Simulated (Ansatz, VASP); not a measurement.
One calculation of GeCN2, two programs

File INCAR:

```
SYSTEM = GeCN2
ALGO = Normal ; EDIFF = 1E-6
ENCUT = 520 ; GGA = PE
ISIF = 2 ; ISMEAR = -1
LASPH = .True. ; LCHARG = .True.
LELF = .True. ; LREAL = .False.
LVHAR = .True. ; LWAVE = .False.
NBANDS = 22 ; NELM = 80
PREC = Accurate ; SIGMA = 0.05
```

Contents of KPOINTS:

```
k-points
0
Gamma
  9 9 9
  0 0 0
```

The input POSCAR:

```
GeCN2
1.0
    1.8173955815      1.0492738282      4.9867272349
   -1.8173955815      1.0492738282      4.9867272349
    0.0000000000     -2.0985476564      4.9867272349
Ge N C
1 2 1
Direct
    0.0000000000      0.0000000000      0.0000000000
    0.5839044000      0.5839044000      0.5839044000
    0.4160956000      0.4160956000      0.4160956000
    0.5000000000      0.5000000000      0.5000000000
```

File input.yaml:

```yaml
crystal:
  lattice:
    - [1.8173955815, 1.0492738282, 4.9867272349]
    - [-1.8173955815, 1.0492738282, 4.9867272349]
    - [0.0, -2.0985476564, 4.9867272349]
  atoms:
    - { symbol: Ge, position: [0.0, 0.0, 0.0] }
    - { symbol: "N", position: [0.5839044, 0.5839044, 0.5839044] }
    - { symbol: "N", position: [0.4160956, 0.4160956, 0.4160956] }
    - { symbol: C, position: [0.5, 0.5, 0.5] }
hamiltonian:
  xc: pbe
  pseudopotentials: { kind: paw }
kpoints:
  mp_grid: { grid: [9, 9, 9] }
scf:
  occupations: { method: fermi_dirac, width: 0.05 }
output:
  forces: true
  stress: true
  eigenvalues: true
```

Alike in both runs: task single point; functional PBE; k mesh 9 × 9 × 9; occupations fermi-dirac, width 0.05 eV; no spin polarisation.

|  | VASP | Ansatz |
| --- | --- | --- |
| version | VASP 6.6.1 | Ansatz 0.2.0 |
| potentials or method | VASP PAW PBE potentials, release 64 (Ge_d, N, C) | Ansatz PAW |
| plane-wave cutoff (eV) | 520 | 420 |
| valence electrons in the cell | 28 | 28 |

```csv
,VASP,Ansatz,Ansatz less VASP
gap on the k mesh at the Fermi level (eV),1.20,1.20,0.000
least direct gap on the mesh (eV),2.08,2.10,+0.012
pressure (GPa),-4.7,-4.7,-0.05
"traceless stress, the component that is largest in VASP (GPa)",-5.46,-5.87,-0.418
rms of the force components (eV/Å),0.405,0.436,+0.0311
```

Atom by atom the forces differ by 0.031 eV/Å (rms over components).

Noted on VASP's run: the standard files for N, O and F lose accuracy on very short bonds. Noted on Ansatz's run: odd divisions of the mesh miss points on the zone boundary, where band edges often lie, so the gap on the mesh can be too wide.
